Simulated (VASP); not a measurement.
The system is CaTiSe3.

```
CELL_PARAMETERS angstrom
5.03811 0.00000 0.00000
0.00000 5.03811 0.00000
0.00000 0.00000 5.03811
ATOMIC_POSITIONS crystal
Ca 0.50000 0.50000 0.50000
Ti 0.00000 0.00000 0.00000
Se 0.50000 0.00000 0.00000
Se 0.00000 0.50000 0.00000
Se 0.00000 0.00000 0.50000
```

* Program: VASP 6.6.1
* Task: relaxation of cell and atoms
* Functional: PBE
* Potentials or basis: VASP PAW PBE potentials, release 64 (Ca_sv, Ti_sv, Se)
* Cutoff: 600 eV
* k mesh: 8 × 8 × 8
* Occupations: gaussian, width 0.1 eV
* Spin: no spin polarisation

At the start: pressure -1.6 GPa; volume 25.58 Å³/atom.

Task: Where does the relaxation end?

Result: Over 3 steps the energy falls by 3.5 meV/atom and the volume is 24.90 Å³/atom (-2.7 %); space group Pm-3m (No. 221, to 0.1 Å) before and after.

Step by step:
```csv
step,energy change (eV),largest force (eV/Å),pressure (GPa),volume (Å³)
1,0.0000,0.0000,-1.61,127.88
2,-0.0148,0.0000,0.67,123.19
3,-0.0174,0.0000,0.00,124.48
```

Final structure:
```cif
data_structure
_symmetry_space_group_name_H-M 'P 1'
_symmetry_Int_Tables_number 1
_cell_length_a 4.9931
_cell_length_b 4.9931
_cell_length_c 4.9931
_cell_angle_alpha 90.000
_cell_angle_beta 90.000
_cell_angle_gamma 90.000
_cell_volume 124.48
loop_
_atom_site_label
_atom_site_type_symbol
_atom_site_fract_x
_atom_site_fract_y
_atom_site_fract_z
_atom_site_occupancy
Ca1 Ca 0.50000 0.50000 0.50000 1
Ti1 Ti 0.00000 0.00000 0.00000 1
Se1 Se 0.50000 0.00000 0.00000 1
Se2 Se 0.00000 0.50000 0.00000 1
Se3 Se 0.00000 0.00000 0.50000 1
```
